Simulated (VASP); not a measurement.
# MgS (Imm2) in VASP: notebook

Aim: see how the results for MgS move with the level of theory and the settings. Levels: PBE, r2SCAN, HSE06. Tasks: single point.

All numbers are computed with VASP 6.6.1; they aren't measurements. Logs are shortened: lines on timing, memory, paths and dates and some standing lists are left out, and cuts for length are marked.

### Step 1. The cell of the first run

Symmetry: Imm2, No. 44, orthorhombic system. The conventional cell has a = 3.886 Å, b = 4.121 Å, c = 5.662 Å, α = 90.00°, β = 90.00°, γ = 90.00°. Within 3.2 Å of Mg (site symmetry mm2) lie 4 S at 2.44 to 2.47 Å. S (site symmetry mm2) has 4 Mg at 2.44 to 2.47 Å within 3.2 Å.

### Step 2. Single point, PBE (shear xy strain -5.9%)

Input file INCAR:

```
PREC = Accurate ; ENCUT = 520
EDIFF = 1E-7 ; ISMEAR = -1
SIGMA = 0.02 ; LREAL = F
LASPH = T ; NELM = 80
ALGO = Normal ; ISIF = 2
LWAVE = F ; LCHARG = F
GGA = PE ; NBANDS = 11
```

Input file KPOINTS:

```
Automatic mesh
0
Gamma
  8 8 8
```

Input file POSCAR:

```
MgS
1.0
   -0.0829446914      2.8308768389      2.8308768389
    2.8308768389     -0.0829446914      2.8308768389
    2.7479321476      2.7479321476      0.0000000000
Mg S
1 1
Direct
   -0.0054400956     -0.0054400956      0.0054400956
    0.2554400956      0.2554400956      0.2445599044
```

Potentials or basis: VASP PAW PBE potentials, release 64 (Mg, S).

Command:

```sh
$ cat potpaw_PBE.64/Mg/POTCAR potpaw_PBE.64/S/POTCAR > POTCAR
$ mpirun -np 1 vasp_std > vasp.out
```

OUTCAR:

```text
PREC = Accurate
   ENCUT = 520
   EDIFF = 1E-7
   ISMEAR = -1
   LREAL = F
   LASPH = T
   NELM = 80
   ISIF = 2
   GGA = PE

 ion  position               nearest neighbor table
   1  0.995  0.995  0.005-   2 2.44   2 2.44   2 2.47   2 2.47
   2  0.255  0.255  0.245-   1 2.44   1 2.44   1 2.47   1 2.47

  LATTYP: Found a body centered orthorhombic cell.
 ALAT       =     3.8861629116
 B/A-ratio  =     1.0603688060
 C/A-ratio  =     1.4569007544

  Lattice vectors:

 A1 = (   0.0829446914,  -2.8308768389,  -2.8308768389)
 A2 = (  -0.0829446913,   2.8308768390,  -2.8308768389)
 A3 = (   2.8308768389,  -0.0829446914,   2.8308768389)

Analysis of symmetry for initial positions (statically):
=====================================================================
 Subroutine PRICEL returns:
 Original cell was already a primitive cell.

 Routine SETGRP: Setting up the symmetry group for a
 body centered orthorhombic supercell.

 Subroutine GETGRP returns: Found  4 space group operations
 (whereof  4 operations were pure point group operations)
 out of a pool of  8 trial point group operations.

The static configuration has the point symmetry C_2v.

Analysis of symmetry for dynamics (positions and initial velocities):
=====================================================================
 Subroutine PRICEL returns:
 Original cell was already a primitive cell.

 Routine SETGRP: Setting up the symmetry group for a
 body centered orthorhombic supercell.

 Subroutine GETGRP returns: Found  4 space group operations
 (whereof  4 operations were pure point group operations)
 out of a pool of  8 trial point group operations.

The dynamic configuration has the point symmetry C_2v.

 Subroutine INISYM returns: Found  4 space group operations
 (whereof  4 operations are pure point group operations),
 and found     1 'primitive' translations

----------------------------------------------------------------------------------------

                                     Primitive cell

  volume of cell :      45.3336

  direct lattice vectors                    reciprocal lattice vectors
    -0.082944691  2.830876839  2.830876839    -0.171595959  0.171595959  0.176623721
     2.830876839 -0.082944691  2.830876839     0.171595959 -0.171595959  0.176623721
     2.747932148  2.747932148  0.000000000     0.181955002  0.181955002 -0.176623721

  length of vectors
     4.004323560  4.004323560  3.886162912     0.300143774  0.300143774  0.312107649
[... 82 lines left out ...]
   LREAL  =      F    real-space projection
   EDIFFG = 0.1E-05   stopping-criterion for IOM
   NSW    =      0    number of steps for IOM
   IBRION =     -1    ionic relax: 0-MD 1-quasi-New 2-CG
   NFREE  =      0    steps in history (QN), initial steepest desc. (CG)
   ISIF   =      2    stress and relaxation
   ISYM   =      2    0-nonsym 1-usesym 2-fastsym
   POTIM  = 0.5000    time-step for ionic-motion
   TEBEG  =    0.0;   TEEND  =   0.0 temperature during run
   PSTRESS=    0.0 pullay stress
   NELECT =       8.0000    total number of electrons
   NUPDOWN=      -1.0000    fix difference up-down
   EMIN   =  10.00;   EMAX   =-10.00  energy-range for DOS
   EFERMI =   0.00;   METHOD = LEGACY
   ISMEAR =    -1;   SIGMA  =   0.02  broadening in eV -4-tet -1-fermi 0-gaus
   EFERMI_NEDOS =   21; number of points for ismear=-14 and -15
   IALGO  =     38    algorithm
   IMIX   =      4    mixing-type and parameters
     AMIX     =   0.40;   BMIX     =  1.00
     AMIX_MAG =   1.60;   BMIX_MAG =  1.00
  volume/ion in A,a.u.               =      22.67       152.96
  Fermi-wavevector in a.u.,A,eV,Ry     =   0.918258  1.735257 11.472409  0.843198
  Thomas-Fermi vector in A             =   2.043320
   LORBIT       =      0    0 simple, 1 ext, 2 COOP (PROOUT), +10 PAW based schemes
   GGA     = PE    functional components
   LHFCALC =     F    Hartree Fock is set to
   AEXX    =    0.0000 exact exchange contribution
   IVDW    =     0    specifies the selected vdW correction
   LEPSILON=     F    determine dielectric tensor
   LRPA    =     F    only Hartree local field effects (RPA)
 non-spin polarized calculation
  energy-cutoff  :      520.00
  volume of cell :       45.33
 maximum number of plane-waves:      1243
 NGX is ok and might be reduce to    30
   NGX = 15   NGY = 15   NGZ = 15

 number of electron       8.0000000 magnetization

 Free energy of the ion-electron system (eV)
  ---------------------------------------------------
  ext. energy  EPLUGINS =         0.00000000
  ---------------------------------------------------
  free energy    TOTEN  =        -8.45595114 eV

  energy without entropy =       -8.45595114  energy(sigma->0) =       -8.45595114

 E-fermi :   1.6873     XC(G=0):  -8.3959

 val. band max:        1.2582615652   @ k =   0.0000   0.0000   0.0000
 cond. band min:       4.4958231329   @ k =   0.0000   0.0000   0.0000
 fundamental gap:      3.2375615677
 Fermi energy:         1.6872617030

 k-point     1 :       0.0000    0.0000    0.0000
  band No.  band energies     occupation
      1     -10.1942      2.00000
      2       0.9189      2.00000
      3       1.0662      2.00000
      4       1.2583      2.00000
      5       4.4958      0.00000
      6       8.6525      0.00000
      7       9.0639      0.00000
      8       9.4238      0.00000
      9      11.9034      0.00000
     10      11.9431      0.00000
     11      14.7430      0.00000
[... 309 lines left out ...]
 k-point    24 :       0.2500   -0.0000    0.1250
  band No.  band energies     occupation
      1      -9.9097      2.00000
      2      -0.5223      2.00000
      3       0.7182      2.00000
      4       0.8683      2.00000
      5       6.2290      0.00000
      6       8.2042      0.00000
      7       9.3337      0.00000
      8       9.7858      0.00000
      9      10.6072      0.00000
     10      12.3598      0.00000
     11      14.7173      0.00000

 [... further k-points ...]
[... 5 lines left out ...]
  --------------------------------------------------------------------------------------
  -------------------------------------------------------------------------------------
  Total        0.2672067      0.2672067      0.2338725      0.5075347     -0.0000000     -0.0000000
  in kB        9.4436083      9.4436083      8.2655143     17.9372727     -0.0000000     -0.0000000
  external PRESSURE =       9.0509103 kB  Pullay stress =       0.0000000 kB

 VOLUME and BASIS-vectors are now :
 -----------------------------------------------------------------------------
  energy-cutoff  :      520.00
  volume of cell :       45.33
      direct lattice vectors                 reciprocal lattice vectors
    -0.082944691  2.830876839  2.830876839    -0.171595959  0.171595959  0.176623721
     2.830876839 -0.082944691  2.830876839     0.171595959 -0.171595959  0.176623721
     2.747932148  2.747932148  0.000000000     0.181955002  0.181955002 -0.176623721

 POSITION                                       TOTAL-FORCE (eV/Angst)
 -----------------------------------------------------------------------------------
      2.74793      2.74793      5.63095         0.000000      0.000000     -0.011128
      1.37397      1.37397      1.44624        -0.000000     -0.000000      0.011128
 -----------------------------------------------------------------------------------
    total drift:                               -0.000000     -0.000000      0.000427

  FREE ENERGIE OF THE ION-ELECTRON SYSTEM (eV)
  ---------------------------------------------------
  free  energy   TOTEN  =        -8.4559511427 eV

  energy  without entropy=       -8.4559511427  energy(sigma->0) =       -8.45595114
```

OSZICAR:

```text
N       E                     dE             d eps       ncg     rms          rms(c)
DAV:   1     0.244626689429E+02    0.24463E+02   -0.33014E+03  2146   0.571E+02
DAV:   2    -0.702424451204E+01   -0.31487E+02   -0.29710E+02  2526   0.100E+02
DAV:   3    -0.896189726916E+01   -0.19377E+01   -0.19345E+01  2562   0.267E+01
DAV:   4    -0.897850001919E+01   -0.16603E-01   -0.16601E-01  2533   0.297E+00
DAV:   5    -0.897870740980E+01   -0.20739E-03   -0.20739E-03  2674   0.331E-01    0.405E+00
DAV:   6    -0.848479040418E+01    0.49392E+00   -0.12324E+00  2341   0.412E+00    0.310E+00
DAV:   7    -0.844920407492E+01    0.35586E-01   -0.27243E-01  2518   0.213E+00    0.243E+00
DAV:   8    -0.845665607783E+01   -0.74520E-02   -0.24096E-02  2330   0.933E-01    0.138E+00
DAV:   9    -0.845573442252E+01    0.92166E-03   -0.25646E-03  2387   0.251E-01    0.440E-01
DAV:  10    -0.845593373249E+01   -0.19931E-03   -0.61715E-04  2369   0.117E-01    0.617E-02
DAV:  11    -0.845594889189E+01   -0.15159E-04   -0.46453E-05  2521   0.295E-02    0.481E-02
DAV:  12    -0.845595143435E+01   -0.25425E-05   -0.50189E-06  2456   0.117E-02    0.205E-02
DAV:  13    -0.845595120996E+01    0.22439E-06   -0.11632E-06  2532   0.464E-03    0.583E-03
DAV:  14    -0.845595114272E+01    0.67238E-07   -0.94615E-08  2369   0.163E-03
   1 F= -.84559511E+01 E0= -.84559511E+01  d E =-.120529E-11
```

It took 19 s on 1 thread of Intel Xeon 6975P-C (Granite Rapids), shared host; peak memory 0.2 GiB.

What came out:

* Free energy: -8.4560 eV
* Pressure: 0.9 GPa
* Largest force: 0.011 eV/Å
* Band gap on the k mesh: 3.24 eV, direct

Forces in eV/Å, atoms in the order of the input:
```
Mg   0.000  0.000 -0.011
S    0.000  0.000  0.011
```

Levels at points of the mesh, in eV from the valence-band top:
| k point | band 1 | band 2 | band 3 | band 4 | band 5 | band 6 | band 7 | band 8 | band 9 |
| --- | --- | --- | --- | --- | --- | --- | --- | --- | --- |
| (0.00, 0.00, 0.00) | -11.45 | -0.34 | -0.19 | 0.00 | 3.24 | 7.39 | 7.81 | 8.17 | 10.65 |
| (0.50, 0.00, 0.00) | -10.81 | -3.37 | -0.49 | -0.33 | 5.05 | 7.46 | 7.79 | 8.36 | 12.46 |
| (0.50, 0.50, 0.00) | -10.55 | -3.00 | -1.45 | -0.95 | 3.63 | 5.54 | 10.97 | 12.01 | 12.25 |
| (0.00, 0.00, 0.50) | -10.72 | -3.26 | -0.66 | -0.53 | 4.80 | 7.16 | 7.44 | 8.43 | 12.71 |
| (0.50, 0.00, 0.50) | -10.54 | -2.99 | -1.21 | -1.21 | 3.69 | 5.47 | 10.81 | 12.08 | 12.24 |

Caveat: the cell differs from its parent crystal (shear xy strain -5.9%). A k mesh can miss the band edges.

### Step 3. Single point, r2SCAN (shear xy strain -5.9%)

POSCAR is that of step 2.

Input file INCAR.step1:

```
PREC = Accurate ; ENCUT = 520
ISMEAR = 0 ; SIGMA = 0.01
LREAL = False ; LASPH = True
NELM = 80 ; NBANDS = 11
GGA = PE ; ALGO = Normal
EDIFF = 1E-4 ; LWAVE = True
LCHARG = False
```

Input file INCAR.step2:

```
PREC = Accurate ; ENCUT = 520
EDIFF = 1E-6 ; ISMEAR = 0
SIGMA = 0.01 ; LREAL = False
LASPH = True ; NELM = 80
ALGO = Normal ; ISIF = 2
LWAVE = False ; LCHARG = False
METAGGA = R2SCAN ; LMIXTAU = True
NBANDS = 11 ; ISTART = 1
```

KPOINTS is that of step 2.

Potentials or basis: VASP PAW PBE potentials, release 64 (Mg, S).

Command:

```sh
$ cat potpaw_PBE.64/Mg/POTCAR potpaw_PBE.64/S/POTCAR > POTCAR
$ cp INCAR.step1 INCAR
$ mpirun -np 1 vasp_std > vasp.out
$ cp INCAR.step2 INCAR
$ mpirun -np 1 vasp_std > vasp.out
```

Run time: 89 s. Hardware: 1 thread of Intel Xeon 6975P-C (Granite Rapids), shared host; peak memory 0.2 GiB.

The run converged. Its results:

- Free energy: -15.4348 eV
- Pressure: -0.3 GPa
- Band gap on the k mesh: 3.90 eV, direct

Stress tensor (GPa, compression positive):
```
-0.25  1.92  0.00
 1.92 -0.25  0.00
 0.00  0.00 -0.39
```

Levels at points of the mesh, in eV from the valence-band top:
| k point | band 1 | band 2 | band 3 | band 4 | band 5 | band 6 | band 7 | band 8 |
| --- | --- | --- | --- | --- | --- | --- | --- | --- |
| (0.00, 0.00, 0.00) | -11.93 | -0.35 | -0.20 | 0.00 | 3.90 | 8.02 | 8.45 | 8.82 |
| (0.50, 0.00, 0.00) | -11.28 | -3.40 | -0.50 | -0.33 | 5.73 | 8.03 | 8.37 | 9.02 |
| (0.50, 0.50, 0.00) | -11.01 | -3.02 | -1.49 | -0.97 | 4.06 | 6.14 | 11.94 | 12.98 |
| (0.00, 0.00, 0.50) | -11.18 | -3.29 | -0.67 | -0.55 | 5.46 | 7.71 | 8.00 | 9.07 |
| (0.50, 0.00, 0.50) | -11.00 | -3.01 | -1.24 | -1.24 | 4.12 | 6.07 | 11.77 | 13.05 |

Caveat: the cell differs from its parent crystal (shear xy strain -5.9%); the PAW data sets were made with another functional, which shifts forces and pressure a little.

### Step 4. Single point, HSE06 (shear xy strain -5.9%)

POSCAR is that of step 3.

Input file INCAR.step1:

```
SYSTEM = MgS
ALGO = Normal
EDIFF = 1E-5
ENCUT = 520
GGA = PE
ISIF = 2
ISMEAR = 0
LASPH = .True.
LCHARG = .False.
LREAL = .False.
LUSENCCL = .False.
LWAVE = .True.
NBANDS = 11
NELM = 60
PREC = Accurate
SIGMA = 0.01
```

Input file INCAR.step2:

```
SYSTEM = MgS
ALGO = Normal
EDIFF = 1E-7
ENCUT = 520
GGA = PE
HFSCREEN = 0.2079
ISIF = 2
ISMEAR = 0
ISTART = 1
LASPH = .True.
LCHARG = .False.
LHFCALC = .True.
LREAL = .False.
LUSENCCL = .False.
LWAVE = .False.
NBANDS = 11
NELM = 60
PREC = Accurate
PRECFOCK = Normal
SIGMA = 0.01
```

Input file KPOINTS:

```
k-points
0
Gamma
  6 6 6
  0 0 0
```

Command:

```sh
$ cat potpaw_PBE.64/Mg/POTCAR potpaw_PBE.64/S/POTCAR > POTCAR
$ cp INCAR.step1 INCAR
$ mpirun -np 1 vasp_std > vasp.out
$ cp INCAR.step2 INCAR
$ mpirun -np 1 vasp_std > vasp.out
```

Wall time 17 min (1 × NVIDIA H100 80GB with 1 thread of AMD EPYC 7R13 (Zen 3), shared host); peak memory 1.3 GiB.

The run converged. Its results:

- Free energy: -9.8301 eV
- Pressure: -0.2 GPa
- Band gap on the k mesh: 4.28 eV, direct

Forces in eV/Å, atoms in the order of the input:
```
Mg   0.000  0.000  0.003
S    0.000  0.000 -0.003
```

Stress tensor (GPa, compression positive):
```
-0.12  1.88  0.00
 1.88 -0.12  0.00
 0.00  0.00 -0.25
```

Levels at points of the mesh, in eV from the valence-band top:
```
           k point  band 1  band 2  band 3  band 4  band 5  band 6  band 7  band 8
(0.00, 0.00, 0.00)  -12.62   -0.35   -0.20    0.00    4.28    8.60    9.03    9.42
(0.50, 0.00, 0.00)  -11.91   -3.64   -0.52   -0.36    6.16    8.64    8.99    9.61
(0.50, 0.50, 0.00)  -11.62   -3.25   -1.57   -1.04    4.59    6.63   12.44   13.46
(0.00, 0.00, 0.50)  -11.81   -3.54   -0.70   -0.58    5.90    8.32    8.63    9.65
(0.50, 0.00, 0.50)  -11.61   -3.24   -1.32   -1.32    4.65    6.56   12.27   13.54
```

Caveat: the cell differs from its parent crystal (shear xy strain -5.9%); the PAW data sets were made with another functional, which shifts forces and pressure a little. A k mesh can miss the band edges.

### Step 5. The runs side by side

| level | k mesh | smearing | grid for exact exchange (PRECFOCK) | screening parameter | gap on the mesh (eV) | pressure (GPa) |
| --- | --- | --- | --- | --- | --- | --- |
| PBE | 8 × 8 × 8 | fermi-dirac 0.02 eV | - | - | 3.24 | 0.9 |
| r2SCAN | 8 × 8 × 8 | gaussian 0.01 eV | - | - | 3.90 | -0.3 |
| HSE06 | 6 × 6 × 6 | gaussian 0.01 eV | Normal | 0.2079 1/Å | 4.28 | -0.2 |

Alike in all rows: task single point; potentials or basis VASP PAW PBE potentials, release 64 (Mg, S); no spin polarisation; cell as given; cutoff (eV) 520.

Caveats: the PAW data sets were made with another functional, which shifts forces and pressure a little (some runs).

Total energies depend on the potentials used, so only differences within one code and one set of settings carry meaning.
